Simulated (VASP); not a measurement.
# WC (P3m1) in VASP: notebook, part 3 of 3

VASP 6.6.1. The steps go on from the part before.

## (4) Single point, PBEsol

Input file INCAR:

```
  PREC = Accurate
  ENCUT = 520
  EDIFF = 1E-6
  ISMEAR = 0
  SIGMA = 0.15
  LREAL = F
  LASPH = T
  NELM = 80
  ALGO = Normal
  ISIF = 2
  LWAVE = F
  LCHARG = F
  GGA = PS
  NBANDS = 16
```

Input file KPOINTS:

```
Automatic mesh
0
Gamma
  18 18 16
```

Input file POSCAR:

```
WC
1.0
    2.9005014360      0.0000000000      0.0000000000
   -1.4502507180      2.5119079273      0.0000000000
    0.0000000000      0.0000000000      2.8290000000
W C
1 1
Direct
    0.0000000000      0.0000000000      0.0000000000
    0.6666666667      0.3333333333      0.4381406858
```

Potentials or basis: VASP PAW PBE potentials, release 64 (W_sv, C).

The run is started by

```bash
> cat potpaw_PBE.64/W_sv/POTCAR potpaw_PBE.64/C/POTCAR > POTCAR
> mpirun -np 1 vasp_std > vasp.out
```

OUTCAR:

```text
PREC = Accurate
   ENCUT = 520
   EDIFF = 1E-6
   ISMEAR = 0
   LREAL = F
   LASPH = T
   NELM = 80
   ISIF = 2
   GGA = PS

 ion  position               nearest neighbor table
   1  0.000  0.000  0.000-   2 2.08   2 2.08   2 2.08   2 2.31   2 2.31   2 2.31
   2  0.667  0.333  0.438-   1 2.08   1 2.08   1 2.08   1 2.31   1 2.31   1 2.31

  LATTYP: Found a hexagonal cell.
 ALAT       =     2.9005014360
 C/A-ratio  =     0.9753485949

  Lattice vectors:

 A1 = (   2.9005014360,   0.0000000000,   0.0000000000)
 A2 = (  -1.4502507180,   2.5119079273,   0.0000000000)
 A3 = (   0.0000000000,   0.0000000000,   2.8290000000)

Analysis of symmetry for initial positions (statically):
=====================================================================
 Subroutine PRICEL returns:
 Original cell was already a primitive cell.

 Routine SETGRP: Setting up the symmetry group for a
 hexagonal supercell.

 Subroutine GETGRP returns: Found  6 space group operations
 (whereof  6 operations were pure point group operations)
 out of a pool of 24 trial point group operations.

The static configuration has the point symmetry C_3v.

Analysis of symmetry for dynamics (positions and initial velocities):
=====================================================================
 Subroutine PRICEL returns:
 Original cell was already a primitive cell.

 Routine SETGRP: Setting up the symmetry group for a
 hexagonal supercell.

 Subroutine GETGRP returns: Found  6 space group operations
 (whereof  6 operations were pure point group operations)
 out of a pool of 24 trial point group operations.

The dynamic configuration has the point symmetry C_3v.

 Subroutine INISYM returns: Found  6 space group operations
 (whereof  6 operations are pure point group operations),
 and found     1 'primitive' translations

[... 110 lines left out ...]
   EFERMI_NEDOS =   21; number of points for ismear=-14 and -15
   IALGO  =     38    algorithm
   IMIX   =      4    mixing-type and parameters
     AMIX     =   0.40;   BMIX     =  1.00
     AMIX_MAG =   1.60;   BMIX_MAG =  1.00
  volume/ion in A,a.u.               =      10.31        69.55
  Fermi-wavevector in a.u.,A,eV,Ry     =   1.564813  2.957068 33.315762  2.448639
  Thomas-Fermi vector in A             =   2.667381
   LORBIT       =      0    0 simple, 1 ext, 2 COOP (PROOUT), +10 PAW based schemes
   GGA     = PS    functional components
   LHFCALC =     F    Hartree Fock is set to
   AEXX    =    0.0000 exact exchange contribution
   IVDW    =     0    specifies the selected vdW correction
   LEPSILON=     F    determine dielectric tensor
   LRPA    =     F    only Hartree local field effects (RPA)
 non-spin polarized calculation
 Gauss-broadening in eV      SIGMA  =   0.15
  energy-cutoff  :      520.00
  volume of cell :       20.61
 maximum number of plane-waves:       580
 NGX is ok and might be reduce to    24
   NGX = 11   NGY = 11   NGZ = 11

 number of electron      18.0000001 magnetization

 Free energy of the ion-electron system (eV)
  ---------------------------------------------------
  ext. energy  EPLUGINS =         0.00000000
  ---------------------------------------------------
  free energy    TOTEN  =       -23.67341179 eV

  energy without entropy =      -23.67015663  energy(sigma->0) =      -23.67178421

 E-fermi :  11.0942     XC(G=0): -13.9463

 val. band max:       11.0775620522   @ k =   0.4444  -0.0000   0.5000
 cond. band min:      11.1213001830   @ k =   0.5000   0.0000   0.3750
 fundamental gap:      0.0437381309
 Fermi energy:        11.0941860233

 k-point     1 :       0.0000    0.0000    0.0000
  band No.  band energies     occupation
      1     -62.8321      2.00000
      2     -26.8267      2.00000
      3     -26.7398      2.00000
      4     -26.7398      2.00000
      5      -3.4384      2.00000
      6       6.3090      2.00000
[... 433 lines left out ...]
      3     -26.9970      2.00000
      4     -26.7108      2.00000
      5      -0.0715      2.00000
      6       4.1168      2.00000
[... 8 lines left out ...]
     15      25.0115      0.00000
     16      28.0098      0.00000

 [... further k-points ...]

------------------------ aborting loop because EDIFF is reached ----------------------------------------

  FORCE on cell =-STRESS in cart. coord.  units (eV):
  Direction    XX          YY          ZZ          XY          YZ          ZX
  --------------------------------------------------------------------------------------
  -------------------------------------------------------------------------------------
  Total        0.8569918      0.8569918      1.2061361      0.0000000      0.0000000      0.0000000
  in kB       66.6158392     66.6158392     93.7555849      0.0000000      0.0000000      0.0000000
  external PRESSURE =      75.6624211 kB  Pullay stress =       0.0000000 kB

 VOLUME and BASIS-vectors are now :
 -----------------------------------------------------------------------------
  energy-cutoff  :      520.00
  volume of cell :       20.61
      direct lattice vectors                 reciprocal lattice vectors
     2.900501436  0.000000000  0.000000000     0.344767973  0.199051882  0.000000000
    -1.450250718  2.511907927  0.000000000     0.000000000  0.398103764  0.000000000
     0.000000000  0.000000000  2.829000000     0.000000000  0.000000000  0.353481796

 POSITION                                       TOTAL-FORCE (eV/Angst)
 -----------------------------------------------------------------------------------
      0.00000      0.00000      0.00000         0.000000     -0.000000     -2.687164
      1.45025      0.83730      1.23950        -0.000000      0.000000      2.687164
 -----------------------------------------------------------------------------------
    total drift:                               -0.000000      0.000000      0.000410

  FREE ENERGIE OF THE ION-ELECTRON SYSTEM (eV)
  ---------------------------------------------------
  free  energy   TOTEN  =       -23.6734117870 eV

  energy  without entropy=      -23.6701566272  energy(sigma->0) =      -23.67178421
```

It took 72 s on 1 thread of AMD EPYC 9R45 (Zen 5), shared host; peak memory 0.25 GiB.

Results:

```
Free energy            : -23.6734 eV
Pressure               : 7.6 GPa
Largest force          : 2.687 eV/Å
Band gap on the k mesh : zero (bands 9 and 10 overlap by 1.24 eV)
```

Forces in eV/Å, atoms in the order of the input:
```
W    0.000  0.000 -2.687
C    0.000  0.000  2.687
```

Levels at points of the mesh, in eV from the Fermi level:
```
           k point  band 6  band 7  band 8  band 9  band 10  band 11  band 12  band 13
(0.00, 0.00, 0.00)   -4.79   -3.62   -3.62    0.62     3.03     3.03     6.08     6.08
(0.50, 0.00, 0.00)   -7.12   -4.00   -3.17   -0.89     2.69     4.55     4.76     5.95
(0.00, 0.00, 0.50)   -8.63   -2.49   -2.49   -0.49    -0.49     3.92     4.75     4.75
(0.50, 0.00, 0.50)   -6.74   -4.46   -4.11    0.28     4.35     5.33     6.53     9.15
```

Caveat: the cell differs from its parent crystal (all C atoms moved +0.175 Å, as atom 2 towards its neighbour atom 2 (C) at 2.829 Å); the cell stands under pressure; the PAW data sets were made with another functional, which shifts forces and pressure a little; spin-orbit coupling is left out, which moves the levels of the heavy elements.

## (5) Single point, PBEsol

Input file INCAR:

```
  ALGO = Normal
  EDIFF = 1E-6
  ENCUT = 520
  GGA = PS
  ISIF = 2
  ISMEAR = 0
  LASPH = True
  LCHARG = False
  LREAL = False
  LWAVE = False
  NBANDS = 16
  NELM = 80
  PREC = Accurate
  SIGMA = 0.15
```

Input file KPOINTS:

```
k-points
0
Gamma
  18 18 16
```

POSCAR, as its differences from that of step 4:

```diff
@@ -9,2 +9,2 @@
     0.0000000000      0.0000000000      0.0000000000
-    0.6666666667      0.3333333333      0.4381406858
+    0.6666666667      0.3333333333      0.4558147755
```

The run is started by

```bash
> cat potpaw_PBE.64/W_sv/POTCAR potpaw_PBE.64/C/POTCAR > POTCAR
> mpirun -np 1 vasp_std > vasp.out
```

Wall time 74 s (1 thread of AMD EPYC 9R45 (Zen 5), shared host); peak memory 0.25 GiB.

The run converged. Its results:

| Item | Value |
| --- | --- |
| Free energy | -23.7866 eV |
| Pressure | 4.1 GPa |
| Largest force | 1.857 eV/Å |
| Band gap on the k mesh | zero (bands 9 and 10 overlap by 1.17 eV) |

Forces on the atoms (eV/Å):
```
W    0.000  0.000 -1.857
C    0.000  0.000  1.857
```

Stress tensor (GPa, compression positive):
```
3.56 0.00 0.00
0.00 3.56 0.00
0.00 0.00 5.25
```

Levels at points of the mesh, in eV from the Fermi level:
```csv
k point,band 5,band 6,band 7,band 8,band 9,band 10,band 11,band 12,band 13,band 14
"(0.00, 0.00, 0.00)",-14.51,-4.59,-3.49,-3.49,0.39,3.14,3.14,5.90,5.90,6.41
"(0.50, 0.00, 0.00)",-11.15,-7.09,-3.90,-3.32,-0.69,2.55,4.56,4.85,6.36,10.26
"(0.00, 0.00, 0.50)",-10.50,-8.67,-2.27,-2.27,-0.53,-0.53,3.83,4.65,4.65,9.81
"(0.50, 0.00, 0.50)",-11.33,-6.63,-4.41,-4.15,0.30,4.42,5.36,6.62,9.22,10.17
```

Caveat: the cell differs from its parent crystal (all C atoms moved +0.125 Å, as atom 2 towards its neighbour atom 2 (C) at 2.829 Å); the cell stands under pressure; the PAW data sets were made with another functional, which shifts forces and pressure a little; spin-orbit coupling is left out, which moves the levels of the heavy elements.

## (6) The runs side by side

| cell | gap on the mesh (eV) | pressure (GPa) | largest force (eV/Å) |
| --- | --- | --- | --- |
| as given, atomic positions A | none | 9.7 | 3.13 |
| as given, atomic positions B | none | 5.7 | 2.26 |
| as given, atomic positions C | none | 7.6 | 2.69 |
| as given, atomic positions D | none | 4.1 | 1.86 |

Alike in all rows: task single point; level PBEsol; potentials or basis VASP PAW PBE potentials, release 64 (W_sv, C); no spin polarisation; k mesh 18 × 18 × 16; cutoff (eV) 520; smearing gaussian 0.15 eV.

Caveats: the cell stands under pressure; the PAW data sets were made with another functional, which shifts forces and pressure a little; spin-orbit coupling is left out, which moves the levels of the heavy elements.

Total energies depend on the potentials used, so only differences within one code and one set of settings carry meaning.
